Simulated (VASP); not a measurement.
Set up this calculation in VASP 6.6.1, as the native input.

| Property | Result |
| --- | --- |
| Task | relaxation of cell and atoms |
| Functional | LDA |
| Potentials or basis | VASP PAW LDA potentials, release 64 (Al, Ru_pv) |
| Cutoff | 500 eV |
| k mesh | 16 × 16 × 16 |
| Occupations | fermi-dirac, width 0.05 eV |
| Spin | no spin polarisation |
| Target pressure | 5 GPa |
| Dipole correction | no |
| Further INCAR settings | ALGO = Normal; EDIFF = 1e-07; IBRION = 2; EDIFFG = -0.002; NSW = 100; ISIF = 3 |

The structure of AlRu lies in POSCAR:

```
AlRu
1.0
    2.9539624450      0.0000000000      0.0000000000
    0.0000000000      2.9539624450      0.0000000000
    0.0000000000      0.0000000000      2.9539624450
Al Ru
1 1
Direct
    0.0000000000      0.0000000000      0.0000000000
    0.5000000000      0.5000000000      0.5000000000
```

These files were run (other wordings do the same):

INCAR

```
SYSTEM = AlRu
PREC = Accurate ; ENCUT = 500
EDIFF = 1E-7 ; ISMEAR = -1
SIGMA = 0.05 ; LREAL = .FALSE.
LASPH = .TRUE. ; NELM = 120
ALGO = Normal ; ISIF = 3
LWAVE = .FALSE. ; LCHARG = .FALSE.
GGA = CA ; IBRION = 2
NSW = 100 ; EDIFFG = -0.002
PSTRESS = 50.0 ; GGA_COMPAT = .FALSE.
NELMIN = 4
```

KPOINTS

```
regular mesh
0
G
  16 16 16
  0 0 0
```

Potentials or basis: VASP PAW LDA potentials, release 64 (Al, Ru_pv).

The run is started by

```sh
$ cat potpaw_LDA.64/Al/POTCAR potpaw_LDA.64/Ru_pv/POTCAR > POTCAR
$ mpirun -np 1 vasp_std > vasp.out
```

It gave:

```yaml
Relaxed_volume: 12.66 Å³/atom
Relaxed_cell: a = 2.936 Å, b = 2.936 Å, c = 2.936 Å, α = 90.00°, β = 90.00°, γ = 90.00°
Space_group_after_relaxing_to_0.05_Å: Pm-3m (No. 221)
Energy_change_on_relaxing_the_enthalpy_is_what_falls: +4.0 meV/atom
Ionic_steps: 6
Pressure_after_relaxing: 5.0 GPa
```

Caveat: the cell is relaxed towards a set pressure, so the enthalpy falls and the energy may rise.

Run time: 92 s on 1 thread of AMD EPYC 9R45 96-Core Processor (Zen 5) (shared host), peak memory 0.15 GiB.
